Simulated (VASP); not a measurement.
## WS2: single point with PBE+U

WS2:

```
CELL_PARAMETERS angstrom
1.57900 0.91164 6.16333
-1.57900 0.91164 6.16333
0.00000 -1.82327 6.16333
ATOMIC_POSITIONS crystal
W 0.00000 0.00000 0.00000
S 0.75030 0.75030 0.75030
S 0.58100 0.58100 0.58100
```

* Program: VASP 6.6.1
* Task: single point
* Functional: PBE
* Potentials or basis: VASP PAW PBE potentials, release 64 (W_sv, S)
* Cutoff: 520 eV
* k mesh: 7 × 7 × 7
* Occupations: gaussian, width 0.05 eV
* Spin: collinear spin, ferromagnetic start
* Starting moments: [1.39, 0.06, 0.05] μB
* Fixed moment: 2.2 μB
* Hubbard terms: W d U = 4.0 eV
* Dipole correction: no
* Further INCAR settings: ALGO = Normal; EDIFF = 1e-06; NBANDS = 24

The pressure is 22.4 GPa. The largest force is 1.578 eV/Å. The net moment is 2.20 μB per cell, the site moments are W +1.57; S +0.07 μB and the valence electrons inside the program's atomic spheres are W 12.05; S 3.76, 3.75.

Forces in eV/Å, atoms in the order of the input:
```
W    0.000  0.000 -0.327
S    0.000  0.000  1.578
S    0.000  0.000 -1.251
```

Stress tensor (GPa, compression positive):
```
25.82  0.00  0.00
 0.00 25.82  0.00
 0.00  0.00 15.42
```

Eigenvalues of the final occupation matrices:
| site | spin | trace | eigenvalues |
| --- | --- | --- | --- |
| site 1 d | 1 | 2.48 | 0.33 0.33 0.58 0.58 0.65 |
| site 1 d | 2 | 0.96 | 0.08 0.15 0.15 0.29 0.29 |

Wall time 7.7 min on 1 thread of Intel Xeon 8259CL (shared host), peak memory 0.44 GiB.

Caveat: spin-orbit coupling is left out, which moves the levels of the heavy elements; the total moment is fixed, so each spin has its own Fermi level; forces of over 1 eV/Å act on the atoms, so gaps and moduli don't describe the material at rest. The state reached can hang on the start; a lower one may exist.
